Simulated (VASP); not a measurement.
# Hf (Im-3m) in VASP: further runs

The runs below take Hf through electric field gradients, with LDA.

Everything below comes from runs of VASP 6.6.1. Logs are shortened: lines on timing, memory, paths and dates and some standing lists are left out, and cuts for length are marked.

## (1) The cell of the first run

It takes space group Im-3m (No. 229, cubic). The conventional cell has a = 3.535 Å, b = 3.535 Å, c = 3.535 Å, α = 90.00°, β = 90.00°, γ = 90.00°. Within 4.0 Å of Hf (site symmetry m-3m) lie 14 Hf at 3.06 to 3.53 Å.

## (2) Electric field gradients, LDA

Contents of INCAR:

```
  PREC = Accurate
  ENCUT = 520
  EDIFF = 1E-8
  ISMEAR = -1
  SIGMA = 0.05
  LREAL = F
  LASPH = T
  NELM = 80
  ALGO = Normal
  ISIF = 2
  LWAVE = F
  LCHARG = F
  GGA = CA
  LEFG = T
  NBANDS = 11
```

Contents of KPOINTS:

```
regular mesh
0
Gamma
  14 14 14
```

Contents of POSCAR:

```
Hf
1.0
   -1.7674920948      1.7674920948      1.7674920948
    1.7674920948     -1.7674920948      1.7674920948
    1.7674920948      1.7674920948     -1.7674920948
Hf
1
Direct
    0.0000000000      0.0000000000      0.0000000000
```

Potentials or basis: VASP PAW LDA potentials, release 64 (Hf_pv).

Run with:

```console
$ cat potpaw_LDA.64/Hf_pv/POTCAR > POTCAR
$ mpirun -np 1 vasp_std > vasp.out
```

OUTCAR:

```text
PREC = Accurate
   ENCUT = 520
   EDIFF = 1E-8
   ISMEAR = -1
   LREAL = F
   LASPH = T
   NELM = 80
   ISIF = 2
   GGA = CA

 ion  position               nearest neighbor table
   1  0.000  0.000  0.000-

  LATTYP: Found a body centered cubic cell.
 ALAT       =     3.5349841896

  Lattice vectors:

 A1 = (  -1.7674920948,   1.7674920948,   1.7674920948)
 A2 = (   1.7674920948,  -1.7674920948,   1.7674920948)
 A3 = (   1.7674920948,   1.7674920948,  -1.7674920948)

Analysis of symmetry for initial positions (statically):
=====================================================================
 Subroutine PRICEL returns:
 Original cell was already a primitive cell.

 Routine SETGRP: Setting up the symmetry group for a
 body centered cubic supercell.

 Subroutine GETGRP returns: Found 48 space group operations
 (whereof 48 operations were pure point group operations)
 out of a pool of 48 trial point group operations.

The static configuration has the point symmetry O_h .

Analysis of symmetry for dynamics (positions and initial velocities):
=====================================================================
 Subroutine PRICEL returns:
 Original cell was already a primitive cell.

 Routine SETGRP: Setting up the symmetry group for a
 body centered cubic supercell.

 Subroutine GETGRP returns: Found 48 space group operations
 (whereof 48 operations were pure point group operations)
 out of a pool of 48 trial point group operations.

The dynamic configuration has the point symmetry O_h .

 Subroutine INISYM returns: Found 48 space group operations
 (whereof 48 operations are pure point group operations),
 and found     1 'primitive' translations

----------------------------------------------------------------------------------------

                                     Primitive cell

  volume of cell :      22.0868

  direct lattice vectors                    reciprocal lattice vectors
    -1.767492095  1.767492095  1.767492095     0.000000000  0.282886697  0.282886697
     1.767492095 -1.767492095  1.767492095     0.282886697  0.000000000  0.282886697
     1.767492095  1.767492095 -1.767492095     0.282886697  0.282886697  0.000000000

  length of vectors
     3.061386110  3.061386110  3.061386110     0.400062203  0.400062203  0.400062203

  position of ions in fractional coordinates (direct lattice)
     0.000000000  0.000000000  0.000000000

  ion indices of the primitive-cell ions
   primitive index   ion index
                 1           1

----------------------------------------------------------------------------------------

 KPOINTS: regular mesh

Automatic generation of k-mesh.
 Grid dimensions read from file:
 generate k-points for:   14   14   14

 Generating k-lattice:

  Cartesian coordinates                     Fractional coordinates (reciprocal lattice)
     0.000000000  0.020206193  0.020206193     0.071428571  0.000000000  0.000000000
     0.020206193  0.000000000  0.020206193     0.000000000  0.071428571  0.000000000
     0.020206193  0.020206193  0.000000000     0.000000000  0.000000000  0.071428571

  Length of vectors
     0.028575872  0.028575872  0.028575872

  Shift w.r.t. Gamma in fractional coordinates (k-lattice)
     0.000000000  0.000000000  0.000000000

 Subroutine IBZKPT returns following result:
 ===========================================

 Found    104 irreducible k-points:

 Following reciprocal coordinates:
            Coordinates               Weight
  0.000000  0.000000  0.000000      1.000000
  0.071429  0.000000  0.000000     12.000000
  0.142857  0.000000  0.000000     12.000000
  0.214286  0.000000  0.000000     12.000000
  0.285714  0.000000  0.000000     12.000000
  0.357143  0.000000  0.000000     12.000000
[... 16 lines left out ...]
  0.285714  0.285714  0.000000     24.000000
  0.357143  0.285714  0.000000     24.000000
 [... further k-points ...]
   k-points           NKPTS =    104   k-points in BZ     NKDIM =    104   number of bands    NBANDS=     11
   number of dos      NEDOS =    301   number of ions     NIONS =      1
   total plane-waves  NPLWV =  13824
   dimension x,y,z NGX =    24 NGY =   24 NGZ =   24
   dimension x,y,z NGXF=    48 NGYF=   48 NGZF=   48
   ions per type =               1
   NGX,Y,Z   is equivalent  to a cutoff of  13.03, 13.03, 13.03 a.u.
   NGXF,Y,Z  is equivalent  to a cutoff of  26.07, 26.07, 26.07 a.u.
 SYSTEM =  unknown system
   PREC   = accura    normal or accurate (medium, high low for compatibility)
   ISTART =      0    job   : 0-new  1-cont  2-samecut
   ICHARG =      2    charge: 1-file 2-atom 10-const
   ISPIN  =      1    spin polarized calculation?
   LNONCOLLINEAR =      F non collinear calculations
   LSORBIT =      F    spin-orbit coupling
   LASPH  =      T    aspherical Exc in radial PAW
   ENCUT  =  520.0 eV  38.22 Ry    6.18 a.u.   5.69  5.69  5.69*2*pi/ulx,y,z
   NELM   =     80;   NELMIN=  2; NELMDL= -5     # of ELM steps
   EDIFF  = 0.1E-07   stopping-criterion for ELM
   LREAL  =      F    real-space projection
   EDIFFG = 0.1E-06   stopping-criterion for IOM
   NSW    =      0    number of steps for IOM
   IBRION =     -1    ionic relax: 0-MD 1-quasi-New 2-CG
   NFREE  =      0    steps in history (QN), initial steepest desc. (CG)
   ISIF   =      2    stress and relaxation
   ISYM   =      2    0-nonsym 1-usesym 2-fastsym
   POTIM  = 0.5000    time-step for ionic-motion
   TEBEG  =    0.0;   TEEND  =   0.0 temperature during run
   PSTRESS=    0.0 pullay stress
   NELECT =      10.0000    total number of electrons
   NUPDOWN=      -1.0000    fix difference up-down
   EMIN   =  10.00;   EMAX   =-10.00  energy-range for DOS
   EFERMI =   0.00;   METHOD = LEGACY
   ISMEAR =    -1;   SIGMA  =   0.05  broadening in eV -4-tet -1-fermi 0-gaus
   EFERMI_NEDOS =   21; number of points for ismear=-14 and -15
   IALGO  =     38    algorithm
   IMIX   =      4    mixing-type and parameters
     AMIX     =   0.40;   BMIX     =  1.00
     AMIX_MAG =   1.60;   BMIX_MAG =  1.00
  volume/ion in A,a.u.               =      22.09       149.05
  Fermi-wavevector in a.u.,A,eV,Ry     =   1.257083  2.375543 21.500718  1.580258
  Thomas-Fermi vector in A             =   2.390760
   LORBIT       =      0    0 simple, 1 ext, 2 COOP (PROOUT), +10 PAW based schemes
   GGA     = CA    functional components
   LHFCALC =     F    Hartree Fock is set to
   AEXX    =    0.0000 exact exchange contribution
   IVDW    =     0    specifies the selected vdW correction
   LEPSILON=     F    determine dielectric tensor
   LRPA    =     F    only Hartree local field effects (RPA)
 non-spin polarized calculation
  energy-cutoff  :      520.00
  volume of cell :       22.09
 maximum number of plane-waves:       610
   NGX = 11   NGY = 11   NGZ = 11

 number of electron      10.0000000 magnetization

 Free energy of the ion-electron system (eV)
  ---------------------------------------------------
  ext. energy  EPLUGINS =         0.00000000
  ---------------------------------------------------
  free energy    TOTEN  =       -10.51409069 eV

  energy without entropy =      -10.49884781  energy(sigma->0) =      -10.50646925

 E-fermi :   4.5159     XC(G=0): -11.5271

 val. band max:        4.4994294380   @ k =   0.1429   0.1429   0.0714
 cond. band min:       4.5231823224   @ k =  -0.4286  -0.4286   0.1429
 fundamental gap:      0.0237528845
 Fermi energy:         4.5158895013

 k-point     1 :       0.0000    0.0000    0.0000
  band No.  band energies     occupation
      1     -25.0834      2.00000
      2     -25.0834      2.00000
      3     -25.0834      2.00000
      4      -2.4775      2.00000
      5       5.9888      0.00000
      6       5.9888      0.00000
      7       5.9888      0.00000
      8       8.8190      0.00000
      9       8.8190      0.00000
     10      16.9021      0.00000
     11      17.9664      0.00000

 k-point     2 :       0.0714    0.0000    0.0000
  band No.  band energies     occupation
      1     -25.1300      2.00000
      2     -25.0979      2.00000
      3     -25.0836      2.00000
      4      -2.2848      2.00000
      5       5.8557      0.00000
      6       5.9389      0.00000
      7       6.1782      0.00000
      8       8.6061      0.00000
      9       8.8172      0.00000
     10      16.9019      0.00000
     11      18.1486      0.00000
[... 295 lines left out ...]
 k-point    24 :       0.3571    0.2857    0.0000
  band No.  band energies     occupation
      1     -25.7522      2.00000
      2     -25.6186      2.00000
      3     -25.1922      2.00000
      4       2.8218      2.00000
      5       3.9285      1.99998
      6       4.2597      1.98815
      7       8.9708      0.00000
      8       9.4808      0.00000
      9      12.1280      0.00000
     10      14.6636      0.00000
     11      16.1153      0.00000

 [... further k-points ...]

------------------------ aborting loop because EDIFF is reached ----------------------------------------

  FORCE on cell =-STRESS in cart. coord.  units (eV):
  Direction    XX          YY          ZZ          XY          YZ          ZX
  --------------------------------------------------------------------------------------
  -------------------------------------------------------------------------------------
  Total       -1.0825061     -1.0825061     -1.0825061      0.0000000      0.0000000      0.0000000
  in kB      -78.5251031    -78.5251031    -78.5251031      0.0000000      0.0000000      0.0000000
  external PRESSURE =     -78.5251031 kB  Pullay stress =       0.0000000 kB

 VOLUME and BASIS-vectors are now :
 -----------------------------------------------------------------------------
  energy-cutoff  :      520.00
  volume of cell :       22.09
      direct lattice vectors                 reciprocal lattice vectors
    -1.767492095  1.767492095  1.767492095     0.000000000  0.282886697  0.282886697
     1.767492095 -1.767492095  1.767492095     0.282886697  0.000000000  0.282886697
     1.767492095  1.767492095 -1.767492095     0.282886697  0.282886697  0.000000000

 POSITION                                       TOTAL-FORCE (eV/Angst)
 -----------------------------------------------------------------------------------
      0.00000      0.00000      0.00000        -0.000000     -0.000000     -0.000000
 -----------------------------------------------------------------------------------
    total drift:                               -0.000000      0.000000      0.000000

  FREE ENERGIE OF THE ION-ELECTRON SYSTEM (eV)
  ---------------------------------------------------
  free  energy   TOTEN  =       -10.5140906892 eV

  energy  without entropy=      -10.4988478056  energy(sigma->0) =      -10.50646925

 Electric field gradients (V/A^2)
---------------------------------------------------------------------
 ion       V_xx      V_yy      V_zz      V_xy      V_xz      V_yz
---------------------------------------------------------------------
   1      -0.000    -0.000     0.000    -0.000    -0.000    -0.000
---------------------------------------------------------------------

 Electric field gradients after diagonalization (V/A^2)
 (convention: |V_zz| > |V_xx| > |V_yy|)
----------------------------------------------------------------------
 ion       V_xx      V_yy      V_zz     asymmetry (V_yy - V_xx)/ V_zz
----------------------------------------------------------------------
   1       0.000     0.000    -0.001       0.000
----------------------------------------------------------------------

           NMR quadrupolar parameters

 Cq : quadrupolar parameter    Cq=e*Q*V_zz/h
 eta: asymmetry parameters     (V_yy - V_xx)/ V_zz
 Q  : nuclear electric quadrupole moment in mb (millibarn)
----------------------------------------------------------------------
 ion       Cq(MHz)       eta       Q (mb)
----------------------------------------------------------------------
   1      -0.000       0.000       1.000
----------------------------------------------------------------------
```

Wall time 18 s (1 thread of Intel Xeon 8259CL, shared host); peak memory 0.14 GiB.

Results:

```
Free energy            : -10.5141 eV
Pressure               : -7.9 GPa
Band gap on the k mesh : zero (band 5 reaches 5.99 eV, above the bottom of band 6 at 3.78 eV)
```

Levels at points of the mesh, in eV from the Fermi level:
```
           k point  band 2  band 3  band 4  band 5  band 6  band 7  band 8  band 9
(0.00, 0.00, 0.00)  -29.60  -29.60   -6.99    1.47    1.47    1.47    4.30    4.30
(0.50, 0.00, 0.00)  -29.88  -29.60   -3.39   -0.55    1.28    4.13    5.13    7.67
(0.50, 0.50, 0.50)  -30.21  -30.21   -2.61   -2.61    6.82    6.82    6.82    7.43
```

Caveat: without QUAD_EFG the Cq values of the log hold for a quadrupole moment of 1 mb, not for the nuclei; spin-orbit coupling is left out, which moves the levels of the heavy elements.

(Continued in part 2 of 2.)
